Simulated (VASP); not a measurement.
Write the native input for VASP 6.6.1 that does the following.

```
Task                   : single point
Functional             : PBE
Potentials or basis    : VASP PAW PBE potentials, release 64 (O, H, N)
Cutoff                 : 520 eV
k mesh                 : 1 × 1 × 1
Occupations            : fermi-dirac, width 0.02 eV
Spin                   : no spin polarisation
Dipole correction      : no
Further INCAR settings : LREAL = Auto; ALGO = Normal; EDIFF = 1e-06; NBANDS = 63
```

The structure of H5NO lies in POSCAR:

```
H5NO
1.0
    7.0135790000      0.0000000000      0.0000000000
    0.0000000000      7.0135790000      0.0000000000
    0.0000000000      0.0000000000      7.0135790000
O H N
5 25 5
Direct
    0.2125590943      0.3278354746      0.8775405538
    0.2353149512      0.4072100706      0.5076295569
    0.8482259913      0.0825256264      0.1543862271
    0.1522475187      0.8198809766     -0.0409776521
    0.8253560700      0.8279367781      0.6667494584
    0.0998206479      0.2590688720      0.8942652532
    0.2309234700      0.3378303716      0.7408343158
    0.3526159754      0.4879962142      0.4960662737
    0.2394212712      0.2878131122      0.4407022435
    0.8870079028      0.0675261518      0.2921190451
    0.9131429189     -0.0318382384      0.0948731026
    0.2710884129      0.7722162964     -0.0909093631
    0.0945736834      0.7188626520      0.0477930027
    0.9189744637      0.7834801604      0.7565181771
    0.8260832308      0.9684926911      0.6455905038
    0.6460182455      0.2684364146      0.7082546586
    0.7949864114      0.3275075393      0.5342921210
    0.6204820677      0.1751744723      0.5130903922
    0.5285888988      0.6919577009      0.2994619438
    0.3996960753      0.8222478138      0.4528643650
    0.6118274279      0.7360008350      0.5040650430
    0.9080385350      0.5194922592      0.1852834338
    1.0931223559      0.5308559296      0.3287052160
    0.9138985959      0.6913160884      0.3257110243
    0.6177160049      0.5783780292     -0.0551359014
    0.6670061034      0.3713082864      0.0661716365
    0.4579117167      0.4610770050      0.0528403544
    0.2771480866     -0.0264629514      0.1775555676
    0.3227310906      0.1922128488      0.1198104420
    0.4994454329      0.0687951187      0.2111903209
    0.7309249671      0.2135999324      0.5979115656
    0.4882100850      0.7041055644      0.4406166951
    1.0013289934      0.6107438157      0.2361276604
    0.5999219514      0.5038511721      0.0646745406
    0.3533859104      0.0943312965      0.2185332196
```

The input as run:

INCAR

```
SYSTEM = H5NO
PREC     = Accurate       ! precision mode
ENCUT    = 520            ! plane-wave cutoff, eV
EDIFF    = 1E-6           ! SCF threshold, eV
ISMEAR   = -1             ! smearing method
SIGMA    = 0.02           ! smearing width, eV
LREAL    = Auto         
LASPH    = .TRUE.         ! aspherical terms in the spheres
NELM     = 120            ! most SCF steps
ALGO     = Normal         ! electronic algorithm
ISIF     = 2              ! what is computed and relaxed
LWAVE    = .FALSE.        ! write WAVECAR
LCHARG   = .TRUE.         ! write CHGCAR
GGA      = PE             ! functional
LELF     = .TRUE.         ! ELF
LVHAR    = .TRUE.       
NBANDS   = 63             ! bands
GGA_COMPAT= .FALSE.
```

KPOINTS

```
regular mesh
0
G
  1 1 1
  0 0 0
```

Potentials or basis: VASP PAW PBE potentials, release 64 (O, H, N).

The run is started by

```bash
$ cat potpaw_PBE.64/O/POTCAR potpaw_PBE.64/H/POTCAR potpaw_PBE.64/N/POTCAR > POTCAR
$ mpirun -np 1 vasp_gam > vasp.out
```

It gave:

- Pressure: 0.7 GPa
- Largest force: 2.256 eV/Å
- Band gap on the k mesh: 3.85 eV

Caveat: the k points lie up to 0.90 Å⁻¹ apart; the atoms stand as in a frame of molecular dynamics.

Wall time 29 s on 1 thread of Intel(R) Xeon(R) 6975P-C (Granite Rapids) (shared host), peak memory 0.36 GiB.
